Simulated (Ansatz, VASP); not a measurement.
Two plane-wave programs on Sb

```
Sb
1.0
     3.16349    0.00000    0.00000
     0.00000    4.40473    0.00000
    -0.03943    0.00000    4.46383
Sb
2
Direct
  0.01139 0.25000 0.24117
  0.98861 0.75000 0.75883
```

Alike in both runs: task single point; functional r2SCAN; k mesh 9 × 6 × 6; occupations fermi-dirac, width 0.05 eV; no spin polarisation.

|  | VASP | Ansatz |
| --- | --- | --- |
| version | VASP 6.6.1 | Ansatz 0.2.0 |
| potentials or method | VASP PAW PBE potentials, release 64 (Sb) | Ansatz PAW |
| plane-wave cutoff (eV) | 520 | 500 |
| valence electrons in the cell | 10 | 30 |

|  | VASP | Ansatz | Ansatz less VASP |
| --- | --- | --- | --- |
| gap on the k mesh at the Fermi level (eV) | none | none | - |
| pressure (GPa) | -2.8 | -2.8 | 0.00 |
| traceless stress, the component that is largest in VASP (GPa) | 0.47 | 0.47 | +0.003 |
| rms of the force components (eV/Å) | 0.037 | 0.040 | +0.0027 |

VASP's potentials were made for PBE, not for r2SCAN. Atom by atom the forces differ by 0.004 eV/Å (rms over components). A gap of «none» marks a metal or a gap that the smearing closes. VASP's potentials hold 10 valence electrons a cell and Ansatz's 30, so a difference there can come from the potentials and not from the codes.

Spin-orbit coupling is off throughout.
